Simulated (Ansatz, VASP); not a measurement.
## Pt: VASP beside Ansatz

```
Pt
1.0
     2.80631    0.00000    0.00000
    -1.40316    2.43034    0.00000
     0.00000    0.00000    6.87897
Pt
3
Direct
  0.00000 0.00000 0.00000
  0.33333 0.66667 0.33333
  0.66667 0.33333 0.66667
```

Alike in both runs: functional PBE; k mesh 18 × 18 × 8; occupations methfessel-paxton of order 1, width 0.1 eV; no spin polarisation.

Ansatz relaxed the structure, and its values are those at the end. VASP's run is a single point on that final structure, the one shown.

|  | VASP | Ansatz |
| --- | --- | --- |
| version | VASP 6.6.1 | Ansatz 0.2.0 |
| potentials or method | VASP PAW PBE potentials, release 64 (Pt) | scalar-relativistic, plane waves, PAW |
| plane-wave cutoff (eV) | 520 | 420 |
| valence electrons in the cell | 30 | 54 |

Ansatz gave:

| Quantity | Value |
| --- | --- |
| gap on the k mesh at the Fermi level (eV) | none |
| pressure (GPa) | 0.0 |

Question: Estimate VASP's values.

Answer: gap on the k mesh at the Fermi level (eV): none; pressure (GPa): -0.5.

A gap of «none» marks a metal or a gap that the smearing closes. VASP's potentials hold 30 valence electrons a cell and Ansatz's 54, so a difference there can come from the potentials and not from the codes.

Neither program's run includes spin-orbit coupling.
